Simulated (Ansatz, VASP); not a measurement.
**One calculation of Pd, two programs**

The input INCAR:

```
SYSTEM = Pd
ALGO = Normal ; EDIFF = 1E-6
ENCUT = 520 ; GGA = PE
ISIF = 2 ; ISMEAR = 0
LASPH = .TRUE. ; LCHARG = .FALSE.
LREAL = .FALSE. ; LWAVE = .FALSE.
NBANDS = 11 ; NELM = 60
PREC = Accurate ; SIGMA = 0.05
```

The input KPOINTS:

```
k-points
0
G
  20 20 20
  0 0 0
```

The input POSCAR:

```
Pd
1.0
    0.0000000000      1.9838212087      1.9838212087
    1.9838212087      0.0000000000      1.9838212087
    1.9838212087      1.9838212087      0.0000000000
Pd
1
Direct
    0.0000000000      0.0000000000      0.0000000000
```

Input for Ansatz:

```yaml
crystal:
  lattice:
    - [0.0, 1.9838212087, 1.9838212087]
    - [1.9838212087, 0.0, 1.9838212087]
    - [1.9838212087, 1.9838212087, 0.0]
  atoms:
    - { symbol: Pd, position: [0.0, 0.0, 0.0] }
basis:
  ecutwfc: 420
  ecutrho_ratio: 4
kpoints:
  mp_grid: { grid: [20, 20, 20] }
hamiltonian:
  xc: pbe
scf:
  occupations: { method: gaussian, width: 0.05 }
output:
  forces: true
  stress: true
  eigenvalues: true
```

Alike in both runs: task single point; functional PBE; k mesh 20 × 20 × 20; occupations gaussian, width 0.05 eV; no spin polarisation.

|  | VASP | Ansatz |
| --- | --- | --- |
| version | VASP 6.6.1 | Ansatz 0.2.0 |
| potentials or method | VASP PAW PBE potentials, release 64 (Pd), cutoff 520 eV | scalar-relativistic, plane waves, PAW |
| valence electrons in the cell | 10 | 18 |

VASP gave:

| Property | Result |
| --- | --- |
| gap on the k mesh at the Fermi level (eV) | none |
| pressure (GPa) | -3.4 |

**Question.** Which values does Ansatz return?

**Answer.** gap on the k mesh at the Fermi level (eV): none; pressure (GPa): -3.2.

A gap of «none» marks a metal or a gap that the smearing closes. With one functional, cell and mesh, what is left measures potentials, basis and numerics. VASP's potentials hold 10 valence electrons a cell and Ansatz's 18, so a difference there can come from the potentials and not from the codes.
